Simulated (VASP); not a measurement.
Al2Cu: single point with LDA

The system is Al2Cu.

```
CELL_PARAMETERS angstrom
4.23090 0.00000 0.00000
0.00000 4.23090 0.00000
0.00000 0.00000 2.97190
ATOMIC_POSITIONS crystal
Al 0.50000 0.00000 0.50000
Al 0.00000 0.50000 0.50000
Cu 0.00000 0.00000 0.00000
```

```yaml
Program: VASP 6.6.1
Task: single point
Functional: LDA
Potentials_or_basis: VASP PAW LDA potentials, release 64 (Al, Cu)
Cutoff: 520 eV
k_mesh: 10 × 10 × 14
Occupations: gaussian, width 0.15 eV
Spin: no spin polarisation
```

```
Pressure : -10.1 GPa
```

Stress tensor (GPa, compression positive):
```
 -9.82   0.00   0.00
  0.00  -9.82   0.00
  0.00   0.00 -10.67
```

Levels at points of the mesh, in eV from the Fermi level:
```tsv
k point	band 6	band 7	band 8	band 9	band 10	band 11	band 12	band 13
(0.00, 0.00, 0.00)	-3.75	-2.11	-2.11	-0.39	0.98	5.59	5.72	5.72
(0.50, 0.00, 0.00)	-3.78	-3.74	-0.88	1.54	1.59	1.72	6.90	8.15
(0.50, 0.50, 0.00)	-3.87	-3.77	-3.77	-2.19	8.42	8.42	8.91	9.01
(0.00, 0.00, 0.50)	-3.75	-2.82	2.32	2.35	2.35	2.69	2.87	2.87
(0.50, 0.00, 0.50)	-3.81	-2.68	-2.33	-1.68	3.49	3.97	4.10	4.32
(0.50, 0.50, 0.50)	-3.11	-1.99	-1.99	-0.83	-0.71	-0.36	-0.36	2.64
```

Wall time 55 s on 1 thread of Intel(R) Xeon(R) 6975P-C (Granite Rapids) (shared host), peak memory 0.24 GiB.
